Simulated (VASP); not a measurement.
# P (P6_3/mmc) in VASP: a series of runs, part 2 of 2

VASP 6.6.1. Earlier steps stand in the parts before.

## (4) Single point, LDA (15.69 Å³/atom)

This run uses another cell than the first one, of 15.69 Å³/atom.

The input, INCAR:

```
SYSTEM = P
PREC     = Accurate       ! precision mode
ENCUT    = 520            ! plane-wave cutoff, eV
EDIFF    = 1E-6           ! SCF threshold, eV
ISMEAR   = -1             ! smearing method
SIGMA    = 0.1            ! smearing width, eV
LREAL    = .FALSE.        ! projectors in reciprocal space
LASPH    = .TRUE.         ! aspherical terms in the spheres
NELM     = 60             ! most SCF steps
ALGO     = Normal         ! electronic algorithm
ISIF     = 2              ! what is computed and relaxed
LWAVE    = .FALSE.        ! write WAVECAR
LCHARG   = .TRUE.         ! write CHGCAR
LELF     = .TRUE.         ! ELF
LVHAR    = .TRUE.       
NBANDS   = 18             ! bands
```

The input, KPOINTS:

```
regular mesh
0
G
  18 18 5
  0 0 0
```

The input, POSCAR:

```
P
1.0
    2.6979995693      0.0000000000      0.0000000000
   -1.3489997846      2.3365361664      0.0000000000
    0.0000000000      0.0000000000      9.9539474796
P
4
Direct
    0.0000000000      1.0000000000      1.0000000000
    0.0000000000      1.0000000000      0.5000000000
    0.3333333333      0.6666666667      0.2500000000
    0.6666666667      0.3333333333      0.7500000000
```

Potentials or basis: VASP PAW LDA potentials, release 64 (P).

On the command line:

```bash
> cat potpaw_LDA.64/P/POTCAR > POTCAR
> mpirun -np 1 vasp_std > vasp.out
```

OUTCAR:

```text
SYSTEM = P
   PREC = Accurate
   ENCUT = 520
   EDIFF = 1E-6
   ISMEAR = -1
   LREAL = .FALSE.
   LASPH = .TRUE.
   NELM = 60
   ISIF = 2

 ion  position               nearest neighbor table
   1  0.000  0.000  0.000-   3 2.94   4 2.94   3 2.94   4 2.94   4 2.94   3 2.94
   2  0.000  0.000  0.500-   3 2.94   4 2.94   3 2.94   4 2.94   4 2.94   3 2.94
   3  0.333  0.667  0.250-   1 2.94   2 2.94   1 2.94   2 2.94   1 2.94   2 2.94
   4  0.667  0.333  0.750-   1 2.94   2 2.94   1 2.94   2 2.94   1 2.94   2 2.94

  LATTYP: Found a hexagonal cell.
 ALAT       =     2.6979995693
 C/A-ratio  =     3.6893806778

  Lattice vectors:

 A1 = (   2.6979995693,   0.0000000000,   0.0000000000)
 A2 = (  -1.3489997846,   2.3365361664,   0.0000000000)
 A3 = (   0.0000000000,   0.0000000000,   9.9539474796)

Analysis of symmetry for initial positions (statically):
=====================================================================
 Subroutine PRICEL returns:
 Original cell was already a primitive cell.

 Routine SETGRP: Setting up the symmetry group for a
 hexagonal supercell.

[... 167 lines left out ...]
  ---------------------------------------------------
  free energy    TOTEN  =       -21.17395211 eV

  energy without entropy =      -21.09692138  energy(sigma->0) =      -21.13543675

 E-fermi :   8.5973     XC(G=0): -11.2123

 val. band max:        8.5860234715   @ k =   0.3333   0.2778   0.4000
 cond. band min:       8.6031860291   @ k =   0.3333   0.0000   0.0000
 fundamental gap:      0.0171625576
 Fermi energy:         8.5973088590

 k-point     1 :       0.0000    0.0000    0.0000
  band No.  band energies     occupation
      1      -6.9096      2.00000
      2      -5.6065      2.00000
      3      -5.5915      2.00000
      4      -3.0299      2.00000
      5       1.0426      2.00000
      6       6.1164      2.00000
[... 481 lines left out ...]
      5       2.3565      2.00000
      6       2.7629      2.00000
[... 10 lines left out ...]
     17      14.4246      0.00000
     18      15.4612      0.00000

 [... further k-points ...]
[... 5 lines left out ...]
  --------------------------------------------------------------------------------------
  -------------------------------------------------------------------------------------
  Total       -4.0850299     -4.0850299     -3.0032335     -0.0000000      0.0000000      0.0000000
  in kB     -104.3028307   -104.3028307    -76.6813853     -0.0000000      0.0000000      0.0000000
  external PRESSURE =     -95.0956823 kB  Pullay stress =       0.0000000 kB

 VOLUME and BASIS-vectors are now :
 -----------------------------------------------------------------------------
  energy-cutoff  :      520.00
  volume of cell :       62.75
      direct lattice vectors                 reciprocal lattice vectors
     2.697999569  0.000000000  0.000000000     0.370644981  0.213991980  0.000000000
    -1.348999785  2.336536166  0.000000000     0.000000000  0.427983959  0.000000000
     0.000000000  0.000000000  9.953947480     0.000000000  0.000000000  0.100462656

 POSITION                                       TOTAL-FORCE (eV/Angst)
 -----------------------------------------------------------------------------------
      0.00000      0.00000      0.00000        -0.000000      0.000000     -0.000000
      0.00000      0.00000      4.97697        -0.000000      0.000000     -0.000000
     -0.00000      1.55769      2.48849        -0.000000     -0.000000      0.000000
      1.34900      0.77885      7.46546         0.000000     -0.000000      0.000000
 -----------------------------------------------------------------------------------
    total drift:                                0.000000      0.000000      0.000000

  FREE ENERGIE OF THE ION-ELECTRON SYSTEM (eV)
  ---------------------------------------------------
  free  energy   TOTEN  =       -21.1739521103 eV

  energy  without entropy=      -21.0969213809  energy(sigma->0) =      -21.13543675
```

OSZICAR:

```text
N       E                     dE             d eps       ncg     rms          rms(c)
DAV:   1     0.452179123409E+02    0.45218E+02   -0.85271E+03  3996   0.954E+02
DAV:   2    -0.183349759215E+02   -0.63553E+02   -0.61023E+02  5550   0.147E+02
DAV:   3    -0.211924398916E+02   -0.28575E+01   -0.28138E+01  5096   0.288E+01
DAV:   4    -0.212179866397E+02   -0.25547E-01   -0.25517E-01  4854   0.344E+00
DAV:   5    -0.212182191304E+02   -0.23249E-03   -0.23246E-03  4856   0.315E-01    0.724E+00
DAV:   6    -0.211858312430E+02    0.32388E-01   -0.23495E-02  4450   0.693E-01    0.416E+00
DAV:   7    -0.211741285087E+02    0.11703E-01   -0.36436E-02  4414   0.859E-01    0.198E-01
DAV:   8    -0.211739978307E+02    0.13068E-03   -0.12612E-03  4502   0.198E-01    0.959E-02
DAV:   9    -0.211739515564E+02    0.46274E-04   -0.24750E-04  4794   0.812E-02    0.216E-02
DAV:  10    -0.211739521270E+02   -0.57052E-06   -0.14286E-05  4512   0.195E-02    0.143E-02
DAV:  11    -0.211739521103E+02    0.16645E-07   -0.24863E-06  3008   0.792E-03
   1 F= -.21173952E+02 E0= -.21135437E+02  d E =-.770307E-01
```

Run time: 36 s. Hardware: 1 thread of Intel Xeon 6975P-C (Granite Rapids), shared host; peak memory 0.2 GiB.

What came out:

```yaml
Free_energy: -21.1740 eV
Pressure: -9.5 GPa
Band_gap_on_the_k_mesh: zero (bands 10 and 11 overlap by 9.31 eV)
```

Levels at points of the mesh, in eV from the Fermi level:
```csv
k point,band 6,band 7,band 8,band 9,band 10,band 11,band 12,band 13,band 14,band 15
"(0.00, 0.00, 0.00)",-2.48,-2.47,4.05,5.85,5.85,6.34,6.34,6.40,6.40,7.01
"(0.50, 0.00, 0.00)",-6.78,-5.22,-4.87,-2.08,-1.18,1.53,1.85,2.38,2.84,2.86
```

Caveat: the cell stands under tension.

## (5) The runs side by side

| cell | gap on the mesh (eV) | pressure (GPa) |
| --- | --- | --- |
| a = 2.632, b = 2.632, c = 9.711 Å, angles 90.0, 90.0, 120.0°, 4 atoms | none | -3.9 |
| a = 2.665, b = 2.665, c = 9.834 Å, angles 90.0, 90.0, 120.0°, 4 atoms | none | -7.0 |
| a = 2.698, b = 2.698, c = 9.954 Å, angles 90.0, 90.0, 120.0°, 4 atoms | none | -9.5 |

Alike in all rows: task single point; level LDA; potentials or basis VASP PAW LDA potentials, release 64 (P); no spin polarisation; k mesh 18 × 18 × 5; cutoff (eV) 520; smearing fermi-dirac 0.1 eV.

Caveats: the cell stands under tension.

Absolute energies hang on the potentials; compare differences alone.
